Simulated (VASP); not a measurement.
# TiAl in VASP: a series of runs

Runs on TiAl. Level: PBE. Tasks: single point.

All numbers are computed with VASP 6.6.1; they aren't measurements. Logs are shortened: lines on timing, memory, paths and dates and some standing lists are left out, and cuts for length are marked.

### Step 1. The cell of the first run

It takes space group Pmma (No. 51, orthorhombic). The conventional cell has a = 4.634 Å, b = 2.862 Å, c = 4.898 Å, α = 90.00°, β = 90.00°, γ = 90.00°. Ti (site symmetry mm2) has 4 Ti at 2.80 to 2.86 Å and 8 Al at 2.83 to 2.86 Å within 3.7 Å. Al (site symmetry mm2) has 4 Al at 2.81 to 2.86 Å and 8 Ti at 2.83 to 2.86 Å within 3.7 Å.

### Step 2. Single point, PBE

INCAR reads:

```
SYSTEM = TiAl
ALGO     = Normal         ! electronic algorithm
EDIFF    = 1E-6           ! SCF threshold, eV
ENCUT    = 520            ! plane-wave cutoff, eV
GGA      = PE             ! functional
ISIF     = 2              ! what is computed and relaxed
ISMEAR   = 0              ! smearing method
LASPH    = .TRUE.         ! aspherical terms in the spheres
LCHARG   = .FALSE.        ! write CHGCAR
LREAL    = .FALSE.        ! projectors in reciprocal space
LWAVE    = .FALSE.        ! write WAVECAR
NBANDS   = 23             ! bands
NELM     = 100            ! most SCF steps
PREC     = Accurate       ! precision mode
SIGMA    = 0.1            ! smearing width, eV
```

KPOINTS reads:

```
k-points
0
G
  4 6 4
  0 0 0
```

POSCAR reads:

```
TiAl
1.0
    4.6341122448      0.0000000000      0.0000000000
    0.0000000000      2.8621696039      0.0000000000
    0.0000000000      0.0000000000      4.8978079724
Ti Al
2 2
Direct
    0.2500000000      0.5000000000      0.6612433308
    0.7500000000      0.5000000000      0.3387566692
    0.7500000000      0.0000000000      0.8380590585
    0.2500000000      0.0000000000      0.1619409415
```

Potentials or basis: VASP PAW PBE potentials, release 64 (Ti_sv, Al).

The run is started by

```console
$ cat potpaw_PBE.64/Ti_sv/POTCAR potpaw_PBE.64/Al/POTCAR > POTCAR
$ mpirun -np 1 vasp_std > vasp.out
```

OUTCAR:

```text
SYSTEM = TiAl
   EDIFF = 1E-6
   ENCUT = 520
   GGA = PE
   ISIF = 2
   ISMEAR = 0
   LASPH = .TRUE.
   LREAL = .FALSE.
   NELM = 100
   PREC = Accurate

 ion  position               nearest neighbor table
   1  0.250  0.500  0.661-   2 2.80   2 2.80   4 2.83   4 2.83   4 2.84   4 2.84   3 2.86   3 2.86
                             3 2.86   3 2.86
   2  0.750  0.500  0.339-   1 2.80   1 2.80   3 2.83   3 2.83   3 2.84   3 2.84   4 2.86   4 2.86
                             4 2.86   4 2.86
   3  0.750  0.000  0.838-   4 2.81   4 2.81   2 2.83   2 2.83   2 2.84   2 2.84   1 2.86   1 2.86
                             1 2.86   1 2.86
   4  0.250  0.000  0.162-   3 2.81   3 2.81   1 2.83   1 2.83   1 2.84   1 2.84   2 2.86   2 2.86
                             2 2.86   2 2.86

  LATTYP: Found a simple orthorhombic cell.
 ALAT       =     2.8621696039
 B/A-ratio  =     1.6190907200
 C/A-ratio  =     1.7112221322

  Lattice vectors:

 A1 = (   0.0000000000,  -2.8621696039,   0.0000000000)
 A2 = (   4.6341122448,   0.0000000000,   0.0000000000)
 A3 = (   0.0000000000,   0.0000000000,   4.8978079724)

Analysis of symmetry for initial positions (statically):
=====================================================================
 Subroutine PRICEL returns:
 Original cell was already a primitive cell.

 Routine SETGRP: Setting up the symmetry group for a
 simple orthorhombic supercell.

 Subroutine GETGRP returns: Found  8 space group operations
 (whereof  4 operations were pure point group operations)
 out of a pool of  8 trial point group operations.

The static configuration has the point symmetry C_2h.
 The point group associated with its full space group is D_2h.

Analysis of symmetry for dynamics (positions and initial velocities):
=====================================================================
 Subroutine PRICEL returns:
 Original cell was already a primitive cell.

 Routine SETGRP: Setting up the symmetry group for a
 simple orthorhombic supercell.

 Subroutine GETGRP returns: Found  8 space group operations
 (whereof  4 operations were pure point group operations)
 out of a pool of  8 trial point group operations.

The dynamic configuration has the point symmetry C_2h.
 The point group associated with its full space group is D_2h.

 Subroutine INISYM returns: Found  8 space group operations
 (whereof  4 operations are pure point group operations),
 and found     1 'primitive' translations

----------------------------------------------------------------------------------------

                                     Primitive cell

  volume of cell :      64.9626

  direct lattice vectors                    reciprocal lattice vectors
     4.634112245  0.000000000  0.000000000     0.215791061  0.000000000  0.000000000
     0.000000000  2.862169604  0.000000000     0.000000000  0.349385305  0.000000000
     0.000000000  0.000000000  4.897807972     0.000000000  0.000000000  0.204172970

  length of vectors
     4.634112245  2.862169604  4.897807972     0.215791061  0.349385305  0.204172970

  position of ions in fractional coordinates (direct lattice)
     0.250000000  0.500000000  0.661243331
     0.750000000  0.500000000  0.338756669
     0.750000000  0.000000000  0.838059059
     0.250000000  0.000000000  0.161940941

  ion indices of the primitive-cell ions
   primitive index   ion index
                 1           1
                 2           2
                 3           3
                 4           4

----------------------------------------------------------------------------------------

 KPOINTS: k-points

Automatic generation of k-mesh.
 Grid dimensions read from file:
 generate k-points for:    4    6    4

 Generating k-lattice:

  Cartesian coordinates                     Fractional coordinates (reciprocal lattice)
     0.053947765  0.000000000  0.000000000     0.250000000  0.000000000  0.000000000
     0.000000000  0.058230884  0.000000000     0.000000000  0.166666667  0.000000000
     0.000000000  0.000000000  0.051043242     0.000000000  0.000000000  0.250000000

  Length of vectors
     0.053947765  0.058230884  0.051043242

  Shift w.r.t. Gamma in fractional coordinates (k-lattice)
     0.000000000  0.000000000  0.000000000

 Subroutine IBZKPT returns following result:
 ===========================================

 Found     36 irreducible k-points:

 Following reciprocal coordinates:
            Coordinates               Weight
  0.000000  0.000000  0.000000      1.000000
  0.250000  0.000000  0.000000      2.000000
  0.500000  0.000000  0.000000      1.000000
  0.000000  0.166667  0.000000      2.000000
  0.250000  0.166667  0.000000      4.000000
  0.500000  0.166667  0.000000      2.000000
[... 16 lines left out ...]
  0.250000  0.500000  0.250000      4.000000
  0.500000  0.500000  0.250000      2.000000
 [... further k-points ...]
[... 31 lines left out ...]
   EMIN   =  10.00;   EMAX   =-10.00  energy-range for DOS
   EFERMI =   0.00;   METHOD = LEGACY
   ISMEAR =     0;   SIGMA  =   0.10  broadening in eV -4-tet -1-fermi 0-gaus
   EFERMI_NEDOS =   21; number of points for ismear=-14 and -15
   IALGO  =     38    algorithm
   IMIX   =      4    mixing-type and parameters
     AMIX     =   0.40;   BMIX     =  1.00
     AMIX_MAG =   1.60;   BMIX_MAG =  1.00
  volume/ion in A,a.u.               =      16.24       109.60
  Fermi-wavevector in a.u.,A,eV,Ry     =   1.265399  2.391257 21.786107  1.601234
  Thomas-Fermi vector in A             =   2.398654
   LORBIT       =      0    0 simple, 1 ext, 2 COOP (PROOUT), +10 PAW based schemes
   GGA     = PE    functional components
   LHFCALC =     F    Hartree Fock is set to
   AEXX    =    0.0000 exact exchange contribution
   IVDW    =     0    specifies the selected vdW correction
   LEPSILON=     F    determine dielectric tensor
   LRPA    =     F    only Hartree local field effects (RPA)
 non-spin polarized calculation
 Gauss-broadening in eV      SIGMA  =   0.10
  energy-cutoff  :      520.00
  volume of cell :       64.96
 maximum number of plane-waves:      1780
 NGX is ok and might be reduce to    36

 number of electron      29.9999997 magnetization

 Free energy of the ion-electron system (eV)
  ---------------------------------------------------
  ext. energy  EPLUGINS =         0.00000000
  ---------------------------------------------------
  free energy    TOTEN  =       -24.62004335 eV

  energy without entropy =      -24.59030009  energy(sigma->0) =      -24.60517172

 E-fermi :   8.3504     XC(G=0): -11.0329

 val. band max:        8.3332660591   @ k =   0.2500   0.0000   0.0000
 cond. band min:       8.3563772273   @ k =   0.2500   0.1667   0.5000
 fundamental gap:      0.0231111683
 Fermi energy:         8.3503901961

 k-point     1 :       0.0000    0.0000    0.0000
  band No.  band energies     occupation
      1     -48.3193      2.00000
      2     -48.2559      2.00000
      3     -24.7242      2.00000
      4     -24.6966      2.00000
      5     -24.5714      2.00000
      6     -24.3973      2.00000
[... 15 lines left out ...]
     22      11.2007      0.00000
     23      11.9496      0.00000

 k-point     2 :       0.2500    0.0000    0.0000
  band No.  band energies     occupation
      1     -48.3100      2.00000
      2     -48.2652      2.00000
      3     -24.7341      2.00000
      4     -24.7090      2.00000
      5     -24.5330      2.00000
      6     -24.4157      2.00000
[... 15 lines left out ...]
     22      11.0666      0.00000
     23      12.4915      0.00000

 k-point     3 :       0.5000    0.0000    0.0000
  band No.  band energies     occupation
      1     -48.2876      2.00000
      2     -48.2876      2.00000
      3     -24.7308      2.00000
      4     -24.7308      2.00000
      5     -24.4662      2.00000
      6     -24.4662      2.00000
[... 15 lines left out ...]
     22      10.9171      0.00000
     23      13.2663      0.00000
[... 495 lines left out ...]
 k-point    23 :       0.2500    0.5000    0.2500
  band No.  band energies     occupation
      1     -48.2605      2.00000
      2     -48.2174      2.00000
      3     -24.7157      2.00000
      4     -24.6808      2.00000
      5     -24.6657      2.00000
      6     -24.6553      2.00000
[... 15 lines left out ...]
     22      11.7157      0.00000
     23      12.3291      0.00000

 k-point    24 :       0.5000    0.5000    0.2500
  band No.  band energies     occupation
      1     -48.2390      2.00000
      2     -48.2390      2.00000
      3     -24.6905      2.00000
      4     -24.6905      2.00000
      5     -24.6794      2.00000
      6     -24.6794      2.00000
[... 15 lines left out ...]
     22      11.4556      0.00000
     23      12.4941      0.00000

 [... further k-points ...]

------------------------ aborting loop because EDIFF is reached ----------------------------------------

  FORCE on cell =-STRESS in cart. coord.  units (eV):
  Direction    XX          YY          ZZ          XY          YZ          ZX
  --------------------------------------------------------------------------------------
  -------------------------------------------------------------------------------------
  Total        0.2105027     -0.2038217     -0.0768192      0.0000000      0.0000000     -0.0000000
  in kB        5.1916407     -5.0268652     -1.8945975      0.0000000      0.0000000     -0.0000000
  external PRESSURE =      -0.5766074 kB  Pullay stress =       0.0000000 kB

 VOLUME and BASIS-vectors are now :
 -----------------------------------------------------------------------------
  energy-cutoff  :      520.00
  volume of cell :       64.96
      direct lattice vectors                 reciprocal lattice vectors
     4.634112245  0.000000000  0.000000000     0.215791061  0.000000000  0.000000000
     0.000000000  2.862169604  0.000000000     0.000000000  0.349385305  0.000000000
     0.000000000  0.000000000  4.897807972     0.000000000  0.000000000  0.204172970

 POSITION                                       TOTAL-FORCE (eV/Angst)
 -----------------------------------------------------------------------------------
      1.15853      1.43108      3.23864        -0.000000      0.000000     -0.056291
      3.47558      1.43108      1.65917         0.000000     -0.000000      0.056291
      3.47558      0.00000      4.10465         0.000000     -0.000000     -0.034764
      1.15853      0.00000      0.79316         0.000000     -0.000000      0.034764
 -----------------------------------------------------------------------------------
    total drift:                                0.000000     -0.000000     -0.000000

  FREE ENERGIE OF THE ION-ELECTRON SYSTEM (eV)
  ---------------------------------------------------
  free  energy   TOTEN  =       -24.6200433523 eV

  energy  without entropy=      -24.5903000866  energy(sigma->0) =      -24.60517172
```

Wall time 37 s (1 thread of Intel Xeon Platinum 8175M at 2.50GHz (Skylake/Cascade Lake), shared host); peak memory 0.2 GiB.

What came out:

| Item | Value |
| --- | --- |
| Free energy | -24.6200 eV |
| Pressure | -0.1 GPa |
| Largest force | 0.056 eV/Å |
| Band gap on the k mesh | zero (bands 15 and 16 overlap by 0.80 eV) |

Forces in eV/Å, atoms in the order of the input:
```
Ti   0.000  0.000 -0.056
Ti   0.000  0.000  0.056
Al   0.000  0.000 -0.035
Al   0.000  0.000  0.035
```

Levels at points of the mesh, in eV from the Fermi level:
```
           k point  band 11  band 12  band 13  band 14  band 15  band 16  band 17  band 18  band 19  band 20
(0.00, 0.00, 0.00)    -2.68    -2.55    -1.39    -0.93    -0.56     0.69     1.38     1.79     1.96     2.35
(0.50, 0.00, 0.00)    -2.20    -2.20    -1.47    -1.47    -0.23    -0.23     1.71     1.71     1.79     1.79
(0.00, 0.50, 0.00)    -2.47    -2.27    -2.16    -1.44     0.09     0.54     1.02     2.05     2.21     3.28
(0.50, 0.50, 0.00)    -3.11    -3.11    -2.02    -2.02     0.05     0.05     1.92     1.92     2.30     2.30
(0.00, 0.00, 0.50)    -2.74    -2.41    -1.73    -0.60    -0.36     0.35     1.40     1.87     2.03     2.08
(0.50, 0.00, 0.50)    -4.52    -4.52    -0.44    -0.44    -0.19    -0.19     1.61     1.61     2.13     2.13
(0.00, 0.50, 0.50)    -2.95    -2.51    -1.82    -0.77    -0.31    -0.05     0.52     0.61     1.66     2.15
(0.50, 0.50, 0.50)    -2.33    -2.33    -1.49    -1.49    -0.35    -0.35     0.77     0.77     1.44     1.44
```

Caveat: the k points lie up to 0.37 Å⁻¹ apart, too coarse for converged energies and pressures of a metal.

### Step 3. Single point, PBE, collinear spin

INCAR reads:

```
PREC = Accurate
ENCUT = 520
EDIFF = 1E-7
ISMEAR = 0
SIGMA = 0.1
LREAL = F
LASPH = T
NELM = 150
ALGO = Normal
ISIF = 2
LWAVE = F
LCHARG = T
ISPIN = 2
MAGMOM = 1 1 0 0
LORBIT = 11
LMAXMIX = 4
GGA = PE
LELF = T
LVHAR = T
NBANDS = 27
```

KPOINTS reads:

```
Automatic mesh
0
Gamma
  4 6 4
```

POSCAR is that of step 2.

Potentials or basis: VASP PAW PBE potentials, release 64 (Ti_sv, Al).

The run is started by

```console
$ cat potpaw_PBE.64/Ti_sv/POTCAR potpaw_PBE.64/Al/POTCAR > POTCAR
$ mpirun -np 1 vasp_std > vasp.out
```

Run time: 87 s. Hardware: 1 thread of Intel Xeon Platinum 8175M at 2.50GHz (Skylake/Cascade Lake), shared host; peak memory 0.25 GiB.

Results (log left out):

| Quantity | Value |
| --- | --- |
| Free energy | -24.6243 eV |
| Pressure | 0.0 GPa |
| Largest force | 0.043 eV/Å |
| Net moment | 0.60 μB per cell |
| Site moments | Ti +0.23; Al -0.00 μB |
| Valence electrons inside the program's atomic spheres | Ti 10.28; Al 0.82 |

Forces in eV/Å, atoms in the order of the input:
```
Ti   0.000  0.000 -0.043
Ti   0.000  0.000  0.043
Al   0.000  0.000 -0.032
Al   0.000  0.000  0.032
```

Stress tensor (GPa, compression positive):
```
 0.38  0.00  0.00
 0.00 -0.38  0.00
 0.00  0.00 -0.06
```

Levels at points of the mesh, in eV from the Fermi level:
Spin up:
| k point | band 11 | band 12 | band 13 | band 14 | band 15 | band 16 | band 17 | band 18 | band 19 | band 20 |
| --- | --- | --- | --- | --- | --- | --- | --- | --- | --- | --- |
| (0.00, 0.00, 0.00) | -2.73 | -2.60 | -1.52 | -1.10 | -0.70 | 0.59 | 1.28 | 1.72 | 1.88 | 2.28 |
| (0.50, 0.00, 0.00) | -2.30 | -2.30 | -1.52 | -1.52 | -0.41 | -0.41 | 1.61 | 1.61 | 1.72 | 1.72 |
| (0.00, 0.50, 0.00) | -2.52 | -2.34 | -2.21 | -1.50 | -0.05 | 0.48 | 0.89 | 1.92 | 2.18 | 3.13 |
| (0.50, 0.50, 0.00) | -3.16 | -3.16 | -2.08 | -2.08 | -0.11 | -0.11 | 1.82 | 1.82 | 2.23 | 2.23 |
| (0.00, 0.00, 0.50) | -2.80 | -2.49 | -1.83 | -0.73 | -0.51 | 0.24 | 1.31 | 1.80 | 1.96 | 2.01 |
| (0.50, 0.00, 0.50) | -4.59 | -4.59 | -0.60 | -0.60 | -0.29 | -0.29 | 1.54 | 1.54 | 2.01 | 2.01 |
| (0.00, 0.50, 0.50) | -2.99 | -2.62 | -1.88 | -0.82 | -0.39 | -0.13 | 0.41 | 0.45 | 1.59 | 2.10 |
| (0.50, 0.50, 0.50) | -2.38 | -2.38 | -1.54 | -1.54 | -0.49 | -0.49 | 0.68 | 0.68 | 1.38 | 1.38 |
Spin down:
```
           k point  band 11  band 12  band 13  band 14  band 15  band 16  band 17  band 18  band 19  band 20
(0.00, 0.00, 0.00)    -2.66    -2.54    -1.28    -0.78    -0.46     0.77     1.45     1.84     2.02     2.42
(0.50, 0.00, 0.00)    -2.13    -2.13    -1.45    -1.45    -0.07    -0.07     1.78     1.78     1.85     1.85
(0.00, 0.50, 0.00)    -2.45    -2.24    -2.14    -1.41     0.21     0.58     1.12     2.15     2.21     3.42
(0.50, 0.50, 0.00)    -3.09    -3.09    -1.99    -1.99     0.19     0.19     2.00     2.00     2.34     2.34
(0.00, 0.00, 0.50)    -2.72    -2.37    -1.65    -0.51    -0.23     0.44     1.46     1.92     2.09     2.15
(0.50, 0.00, 0.50)    -4.48    -4.48    -0.31    -0.31    -0.09    -0.09     1.66     1.66     2.23     2.23
(0.00, 0.50, 0.50)    -2.94    -2.44    -1.79    -0.75    -0.26     0.00     0.59     0.74     1.71     2.17
(0.50, 0.50, 0.50)    -2.32    -2.32    -1.46    -1.46    -0.24    -0.24     0.84     0.84     1.49     1.49
```

Caveat: the k points lie up to 0.37 Å⁻¹ apart; a moment this small can come from the mesh or the smearing.

### Step 4. Single point, PBE

This run uses another cell than the first one: it holds 8 atoms, not 4.

INCAR reads:

```
ALGO = Fast ; EDIFF = 1E-6
ENCUT = 520 ; GGA = PE
ISIF = 2 ; ISMEAR = 0
LASPH = True ; LCHARG = True
LELF = True ; LREAL = False
LVHAR = True ; LWAVE = False
NBANDS = 40 ; NELM = 60
PREC = Accurate ; SIGMA = 0.2
```

KPOINTS reads:

```
k-points
0
Gamma
  6 4 4
```

POSCAR reads:

```
TiAl
1.0
    0.0018833991      0.0002458469      2.8621689737
    6.7398935900     -0.1840926146     -0.0041465180
   -0.1888301389      6.7402750784     -0.0007883876
Ti Al
4 4
Direct
    0.4999511746      0.2943712267      0.2056328792
    0.5000489454      0.2056160925      0.7943815717
    0.5001039449      0.7056215557      0.2943730251
    0.4999062865      0.7943892331      0.7056178524
    0.0000228716     -0.0440345121      0.0440236841
   -0.0000074228      0.0440371295      0.4559696685
   -0.0000440435      0.5440315718     -0.0440299149
    0.0000182432      0.4559677028      0.5440312339
```

The run is started by

```console
$ cat potpaw_PBE.64/Ti_sv/POTCAR potpaw_PBE.64/Al/POTCAR > POTCAR
$ mpirun -np 1 vasp_std > vasp.out
```

Run time: 11 min. Hardware: 1 thread of Intel Xeon Platinum 8175M at 2.50GHz (Skylake/Cascade Lake), shared host; peak memory 0.37 GiB.

It converged, with:

```yaml
Free_energy: -49.3216 eV
Pressure: -0.1 GPa
Largest_force: 0.010 eV/Å
Band_gap_on_the_k_mesh: zero (bands 30 and 31 overlap by 0.50 eV)
```

Forces on the atoms (eV/Å):
```
Ti   0.007 -0.007  0.000
Ti  -0.006  0.007  0.000
Ti  -0.006  0.007 -0.001
Ti   0.006 -0.007  0.000
Al   0.003 -0.002  0.000
Al  -0.003  0.003  0.000
Al  -0.003  0.003  0.000
Al   0.003 -0.003  0.000
```

Levels at points of the mesh, in eV from the Fermi level:
```
           k point  band 28  band 29  band 30  band 31  band 32  band 33
(0.00, 0.00, 0.00)    -0.46    -0.46    -0.21    -0.21     0.67     1.36
(0.50, 0.00, 0.00)    -1.46    -0.38    -0.38     0.07     0.52     0.75
(0.00, 0.50, 0.00)    -0.75    -0.32    -0.32     0.56     0.56     1.13
(0.00, 0.00, 0.50)    -0.75    -0.32    -0.32     0.56     0.56     1.12
(0.50, 0.50, 0.00)    -1.17    -0.23    -0.23     0.47     0.47     0.68
(0.50, 0.00, 0.50)    -1.17    -0.23    -0.23     0.47     0.47     0.68
(0.00, 0.50, 0.50)    -0.63    -0.37    -0.25    -0.25     0.33     1.38
(0.50, 0.50, 0.50)    -0.79    -0.34    -0.07     0.02     0.02     0.49
```

Caveat: the k points lie up to 0.37 Å⁻¹ apart.

### Step 5. Overview

| spin | cell | k mesh | smearing | gap on the mesh (eV) | pressure (GPa) | largest force (eV/Å) |
| --- | --- | --- | --- | --- | --- | --- |
| off | a = 4.634, b = 2.862, c = 4.898 Å, 4 atoms, atomic positions A | 4 × 6 × 4 | gaussian 0.1 eV | none | -0.1 | 0.06 |
| collinear | a = 4.634, b = 2.862, c = 4.898 Å, 4 atoms, atomic positions A | 4 × 6 × 4 | gaussian 0.1 eV | none | 0.0 | 0.04 |
| off | a = 2.862, b = 6.742, c = 6.743 Å, angles 93.2, 90.0, 90.0°, 8 atoms, atomic positions B | 6 × 4 × 4 | gaussian 0.2 eV | none | -0.1 | 0.01 |

Alike in all rows: task single point; level PBE; potentials or basis VASP PAW PBE potentials, release 64 (Ti_sv, Al); cutoff (eV) 520.

Caveats: all runs use coarse meshes; a moment this small can come from the mesh or the smearing (at least some runs).

Absolute energies hang on the potentials; compare differences alone.

The gap in the log of VASP goes by the Fermi energy; the results here count the filled bands.